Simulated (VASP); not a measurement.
# Mg (P6_3/mmc) in VASP: notebook, part 2 of 2

VASP 6.6.1.

### Step 6. Single point, RPBE (26.62 Å³/atom)

This run uses another cell than the first one, of 26.62 Å³/atom.

Contents of INCAR:

```
ALGO = Normal
EDIFF = 1E-7
ENCUT = 520
GGA = RP
ISIF = 2
ISMEAR = -1
LASPH = T
LCHARG = T
LELF = T
LREAL = F
LVHAR = T
LWAVE = F
NBANDS = 12
NELM = 60
PREC = Accurate
SIGMA = 0.1
```

Contents of KPOINTS:

```
k-points
0
Gamma
  13 13 4
```

Contents of POSCAR:

```
Mg
1.0
    3.3559566864      0.0000000000      0.0000000000
   -1.6779783432      2.9063437445      0.0000000000
    0.0000000000      0.0000000000     10.9171006186
Mg
4
Direct
    0.0000000000      1.0000000000      1.0000000000
    0.0000000000      0.0000000000      0.5000000000
    0.3333333333      0.6666666667      0.2500000000
    0.6666666667      0.3333333333      0.7500000000
```

Potentials or basis: VASP PAW PBE potentials, release 64 (Mg).

Run with:

```
$ cat potpaw_PBE.64/Mg/POTCAR > POTCAR
$ mpirun -np 1 vasp_std > vasp.out
```

OUTCAR:

```text
EDIFF = 1E-7
   ENCUT = 520
   GGA = RP
   ISIF = 2
   ISMEAR = -1
   LASPH = T
   LREAL = F
   NELM = 60
   PREC = Accurate

 ion  position               nearest neighbor table
   1  0.000  0.000  0.000-   3 3.35   4 3.35   4 3.35   3 3.35   4 3.35   3 3.35
   2  0.000  0.000  0.500-   3 3.35   4 3.35   4 3.35   3 3.35   4 3.35   3 3.35
   3  0.333  0.667  0.250-   1 3.35   2 3.35   1 3.35   2 3.35   1 3.35   2 3.35
   4  0.667  0.333  0.750-   1 3.35   2 3.35   1 3.35   2 3.35   1 3.35   2 3.35

  LATTYP: Found a hexagonal cell.
 ALAT       =     3.3559566864
 C/A-ratio  =     3.2530517044

  Lattice vectors:

 A1 = (   3.3559566864,   0.0000000000,   0.0000000000)
 A2 = (  -1.6779783432,   2.9063437445,   0.0000000000)
 A3 = (   0.0000000000,   0.0000000000,  10.9171006186)

Analysis of symmetry for initial positions (statically):
=====================================================================
 Subroutine PRICEL returns:
 Original cell was already a primitive cell.

 Routine SETGRP: Setting up the symmetry group for a
 hexagonal supercell.

 Subroutine GETGRP returns: Found 24 space group operations
 (whereof 12 operations were pure point group operations)
 out of a pool of 24 trial point group operations.

The static configuration has the point symmetry D_3d.
 The point group associated with its full space group is D_6h.

Analysis of symmetry for dynamics (positions and initial velocities):
=====================================================================
 Subroutine PRICEL returns:
 Original cell was already a primitive cell.

 Routine SETGRP: Setting up the symmetry group for a
 hexagonal supercell.

 Subroutine GETGRP returns: Found 24 space group operations
 (whereof 12 operations were pure point group operations)
 out of a pool of 24 trial point group operations.

The dynamic configuration has the point symmetry D_3d.
 The point group associated with its full space group is D_6h.

 Subroutine INISYM returns: Found 24 space group operations
 (whereof 12 operations are pure point group operations),
 and found     1 'primitive' translations

----------------------------------------------------------------------------------------

                                     Primitive cell

  volume of cell :     106.4806

  direct lattice vectors                    reciprocal lattice vectors
     3.355956686  0.000000000  0.000000000     0.297977624  0.172037461  0.000000000
    -1.677978343  2.906343744  0.000000000     0.000000000  0.344074923  0.000000000
     0.000000000  0.000000000 10.917100619     0.000000000  0.000000000  0.091599412

  length of vectors
     3.355956686  3.355956686 10.917100619     0.344074923  0.344074923  0.091599412

  position of ions in fractional coordinates (direct lattice)
     0.000000000  0.000000000  0.000000000
     0.000000000  0.000000000  0.500000000
     0.333333333  0.666666667  0.250000000
     0.666666667  0.333333333  0.750000000

  ion indices of the primitive-cell ions
   primitive index   ion index
                 1           1
                 2           2
                 3           3
                 4           4

[... 53 lines left out ...]
   k-points           NKPTS =     63   k-points in BZ     NKDIM =     63   number of bands    NBANDS=     12
   number of dos      NEDOS =    301   number of ions     NIONS =      4
   total plane-waves  NPLWV =  65856
   dimension x,y,z NGX =    28 NGY =   28 NGZ =   84
   dimension x,y,z NGXF=    56 NGYF=   56 NGZF=  168
   ions per type =               4
   NGX,Y,Z   is equivalent  to a cutoff of  13.87, 13.87, 12.79 a.u.
   NGXF,Y,Z  is equivalent  to a cutoff of  27.74, 27.74, 25.58 a.u.
 SYSTEM =  unknown system
   PREC   = accura    normal or accurate (medium, high low for compatibility)
   ISTART =      0    job   : 0-new  1-cont  2-samecut
   ICHARG =      2    charge: 1-file 2-atom 10-const
   ISPIN  =      1    spin polarized calculation?
   LNONCOLLINEAR =      F non collinear calculations
   LSORBIT =      F    spin-orbit coupling
   LASPH  =      T    aspherical Exc in radial PAW
   ENCUT  =  520.0 eV  38.22 Ry    6.18 a.u.   6.24  6.24 20.30*2*pi/ulx,y,z
   NELM   =     60;   NELMIN=  2; NELMDL= -5     # of ELM steps
   EDIFF  = 0.1E-06   stopping-criterion for ELM
   LREAL  =      F    real-space projection
   EDIFFG = 0.1E-05   stopping-criterion for IOM
   NSW    =      0    number of steps for IOM
   IBRION =     -1    ionic relax: 0-MD 1-quasi-New 2-CG
   NFREE  =      0    steps in history (QN), initial steepest desc. (CG)
   ISIF   =      2    stress and relaxation
   ISYM   =      2    0-nonsym 1-usesym 2-fastsym
   POTIM  = 0.5000    time-step for ionic-motion
   TEBEG  =    0.0;   TEEND  =   0.0 temperature during run
   PSTRESS=    0.0 pullay stress
   NELECT =       8.0000    total number of electrons
   NUPDOWN=      -1.0000    fix difference up-down
   EMIN   =  10.00;   EMAX   =-10.00  energy-range for DOS
   EFERMI =   0.00;   METHOD = LEGACY
   ISMEAR =    -1;   SIGMA  =   0.10  broadening in eV -4-tet -1-fermi 0-gaus
   EFERMI_NEDOS =   21; number of points for ismear=-14 and -15
   IALGO  =     38    algorithm
   IMIX   =      4    mixing-type and parameters
     AMIX     =   0.40;   BMIX     =  1.00
     AMIX_MAG =   1.60;   BMIX_MAG =  1.00
  volume/ion in A,a.u.               =      26.62       179.64
  Fermi-wavevector in a.u.,A,eV,Ry     =   0.690793  1.305410  6.492632  0.477195
  Thomas-Fermi vector in A             =   1.772262
   LORBIT       =      0    0 simple, 1 ext, 2 COOP (PROOUT), +10 PAW based schemes
   GGA     = RP    functional components
   LHFCALC =     F    Hartree Fock is set to
   AEXX    =    0.0000 exact exchange contribution
   IVDW    =     0    specifies the selected vdW correction
   LEPSILON=     F    determine dielectric tensor
   LRPA    =     F    only Hartree local field effects (RPA)
 non-spin polarized calculation
  energy-cutoff  :      520.00
  volume of cell :      106.48
 maximum number of plane-waves:      2908
 NGX is ok and might be reduce to    28
   NGX = 13   NGY = 13   NGZ = 41

 number of electron       8.0000000 magnetization

 Free energy of the ion-electron system (eV)
  ---------------------------------------------------
  ext. energy  EPLUGINS =         0.00000000
  ---------------------------------------------------
  free energy    TOTEN  =        -5.23374497 eV

  energy without entropy =       -5.16250063  energy(sigma->0) =       -5.19812280

 E-fermi :   2.0449     XC(G=0):  -7.9554

 val. band max:        2.0401617575   @ k =   0.0769  -0.0000   0.2500
 cond. band min:       2.0552363676   @ k =   0.4615   0.0769   0.2500
 fundamental gap:      0.0150746101
 Fermi energy:         2.0448939844

 k-point     1 :       0.0000    0.0000    0.0000
  band No.  band energies     occupation
      1      -4.3095      2.00000
      2      -3.0528      2.00000
      3      -3.0493      2.00000
      4       0.5316      2.00000
      5       0.7684      1.99999
      6       6.5843      0.00000
      7       6.5911      0.00000
      8      12.0501      0.00000
      9      12.0501      0.00000
     10      12.1103      0.00000
     11      12.1103      0.00000
     12      12.8551      0.00000
[... 331 lines left out ...]
 k-point    24 :       0.1538   -0.0000    0.2500
  band No.  band energies     occupation
      1      -3.8090      2.00000
      2      -3.1808      2.00000
      3      -1.9349      2.00000
      4      -0.0937      2.00000
      5       2.3370      0.10221
      6       5.2761      0.00000
      7       7.9773      0.00000
      8       8.5442      0.00000
      9       8.8635      0.00000
     10       9.7290      0.00000
     11      10.1283      0.00000
     12      10.6750      0.00000

 [... further k-points ...]

------------------------ aborting loop because EDIFF is reached ----------------------------------------

  FORCE on cell =-STRESS in cart. coord.  units (eV):
  Direction    XX          YY          ZZ          XY          YZ          ZX
  --------------------------------------------------------------------------------------
  -------------------------------------------------------------------------------------
  Total       -2.1001199     -2.1001199     -2.0402094      0.0000000      0.0000000      0.0000000
  in kB      -31.5997778    -31.5997778    -30.6983251      0.0000000      0.0000000      0.0000000
  external PRESSURE =     -31.2992936 kB  Pullay stress =       0.0000000 kB

 VOLUME and BASIS-vectors are now :
 -----------------------------------------------------------------------------
  energy-cutoff  :      520.00
  volume of cell :      106.48
      direct lattice vectors                 reciprocal lattice vectors
     3.355956686  0.000000000  0.000000000     0.297977624  0.172037461  0.000000000
    -1.677978343  2.906343744  0.000000000     0.000000000  0.344074923  0.000000000
     0.000000000  0.000000000 10.917100619     0.000000000  0.000000000  0.091599412

 POSITION                                       TOTAL-FORCE (eV/Angst)
 -----------------------------------------------------------------------------------
      0.00000      0.00000      0.00000        -0.000000     -0.000000      0.000000
      0.00000      0.00000      5.45855        -0.000000     -0.000000      0.000000
     -0.00000      1.93756      2.72928         0.000000      0.000000      0.000000
      1.67798      0.96878      8.18783        -0.000000     -0.000000     -0.000000
 -----------------------------------------------------------------------------------
    total drift:                               -0.000000      0.000000      0.000000

  FREE ENERGIE OF THE ION-ELECTRON SYSTEM (eV)
  ---------------------------------------------------
  free  energy   TOTEN  =        -5.2337449705 eV

  energy  without entropy=       -5.1625006260  energy(sigma->0) =       -5.19812280
```

Run time: 47 s. Hardware: 1 thread of AMD EPYC 9R45 (Zen 5), shared host; peak memory 0.23 GiB.

What came out:

```yaml
Free_energy: -5.2337 eV
Pressure: -3.1 GPa
Band_gap_on_the_k_mesh: zero (bands 4 and 5 overlap by 2.37 eV)
```

Caveat: the cell stands under tension; the PAW data sets were made with another functional, which shifts forces and pressure a little.

### Step 7. The runs side by side

| cell | gap on the mesh (eV) | pressure (GPa) |
| --- | --- | --- |
| a = 3.188, b = 3.188, c = 10.370 Å, angles 90.0, 90.0, 120.0°, 4 atoms | none | 1.4 |
| a = 3.232, b = 3.232, c = 10.512 Å, angles 90.0, 90.0, 120.0°, 4 atoms | none | -0.1 |
| a = 3.274, b = 3.274, c = 10.651 Å, angles 90.0, 90.0, 120.0°, 4 atoms | none | -1.3 |
| a = 3.316, b = 3.316, c = 10.786 Å, angles 90.0, 90.0, 120.0°, 4 atoms | none | -2.3 |
| a = 3.356, b = 3.356, c = 10.917 Å, angles 90.0, 90.0, 120.0°, 4 atoms | none | -3.1 |

Alike in all rows: task single point; level RPBE; potentials or basis VASP PAW PBE potentials, release 64 (Mg); no spin polarisation; k mesh 13 × 13 × 4; cutoff (eV) 520; smearing fermi-dirac 0.1 eV.

Caveats: the PAW data sets were made with another functional, which shifts forces and pressure a little; the cell stands under tension (at least some runs).

Absolute energies hang on the potentials; compare differences alone.
